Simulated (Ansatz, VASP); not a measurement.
Two plane-wave programs on Mg

```
Mg
1.0
     3.20927    0.00000    0.00000
    -1.60464    2.77931    0.00000
     0.00000    0.00000    5.21033
Mg
2
Direct
  0.33333 0.66667 0.25000
  0.66667 0.33333 0.75000
```

Alike in both runs: task electric field gradients; functional PBEsol; k mesh 12 × 12 × 7; occupations fermi-dirac, width 0.08 eV; no spin polarisation.

```csv
,VASP,Ansatz
version,VASP 6.6.1,Ansatz 0.2.0
potentials or method,"VASP PAW PBE potentials, release 64 (Mg)","PAW with Ansatz's default frozen-core files, scalar-relativistic"
plane-wave cutoff (eV),520,420
valence electrons in the cell,4,20
```

Ansatz gave:

```
pressure (GPa)                                                : -1.1
traceless stress, the component that is largest in VASP (GPa) : -0.52
size of Vzz on the site where it differs most (V/Å²)          : 1.1
```

Problem. Which values does VASP return?

Solution. Pressure (GPa): -1.2; traceless stress, the component that is largest in VASP (GPa): -0.52; size of Vzz on the site where it differs most (V/Å²): 1.0.

VASP's potentials were made for PBE, not for PBEsol. VASP's potentials hold 4 valence electrons a cell and Ansatz's 20, so a difference there can come from the potentials and not from the codes.
